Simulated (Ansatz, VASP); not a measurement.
# Al2BN3 in VASP and in Ansatz

```
Al B N
1.0
     2.72491    0.00000    0.00000
    -1.36246    2.35984    0.00000
     0.00000    0.00000   21.71331
Al B N
4 2 6
Direct
  0.33333 0.66667 0.08333
  0.33333 0.66667 0.41667
  0.66667 0.33333 0.58333
  0.66667 0.33333 0.91667
  0.33333 0.66667 0.75000
  0.66667 0.33333 0.25000
  0.33333 0.66667 0.25000
  0.33333 0.66667 0.58333
  0.33333 0.66667 0.91667
  0.66667 0.33333 0.08333
  0.66667 0.33333 0.41667
  0.66667 0.33333 0.75000
```

Alike in both runs: task relaxation of cell and atoms; functional PBE; k mesh 6 × 6 × 1; occupations gaussian, width 0.1 eV; no spin polarisation.

|  | VASP | Ansatz |
| --- | --- | --- |
| version | VASP 6.6.1 | Ansatz 0.2.0 |
| potentials or method | VASP PAW PBE potentials, release 64 (Al, B, N), cutoff 600 eV | scalar-relativistic, plane waves, PAW |
| valence electrons in the cell | 48 | 48 |

|  | VASP | Ansatz | Ansatz less VASP |
| --- | --- | --- | --- |
| gap on the k mesh at the Fermi level, each at its own relaxed structure (eV) | 1.81 | 1.81 | +0.002 |
| relaxed volume (Å³/atom) | 9.03 | 9.03 | -0.002 |
| relaxed length of the cell vector where the two differ most in proportion (Å) | 12.919 | 12.881 | -0.0376 |

The k mesh is coarse, so the values compare programs but aren't converged. Noted on VASP's run: the volume moved by over 15 % at a fixed basis, so the end points are rough.
